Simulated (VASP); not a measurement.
BAs: single point with PBE+D3(BJ)

BAs:

```
CELL_PARAMETERS angstrom
0.00000 2.38500 2.38500
2.38500 0.00000 2.38500
2.38500 2.38500 0.00000
ATOMIC_POSITIONS crystal
B 0.00000 0.00000 0.00000
As 0.25000 0.25000 0.25000
```

- Program: VASP 6.6.1
- Task: single point
- Functional: PBE
- Dispersion: D3(BJ)
- Potentials or basis: VASP PAW PBE potentials, release 64 (B, As)
- Cutoff: 500 eV
- k mesh: 6 × 6 × 6
- Occupations: gaussian, width 0.1 eV
- Spin: no spin polarisation
- Dipole correction: no
- Further INCAR settings: ALGO = Normal; EDIFF = 1e-06; NBANDS = 11

```json
{
 "Pressure": "0.2 GPa",
 "Band gap on the k mesh": "1.27 eV (least direct gap 3.28 eV)",
 "Dispersion energy per atom": "-0.331 eV"
}
```

Levels at points of the mesh, in eV from the valence-band top:
```
           k point  band 1  band 2  band 3  band 4  band 5  band 6  band 7  band 8  band 9
(0.00, 0.00, 0.00)  -15.44    0.00    0.00    0.00    3.28    3.28    3.28    4.74    9.60
(0.50, 0.00, 0.00)  -12.56   -8.82   -1.83   -1.83    2.72    4.78    4.78    8.87   12.75
(0.50, 0.50, 0.00)  -11.23   -8.56   -4.10   -4.10    1.42    1.44   11.41   11.41   12.90
```

It took 15 s on 1 thread of Intel Xeon 8259CL, with other jobs on the host, peak memory 0.16 GiB.

A k mesh can miss the band edges.
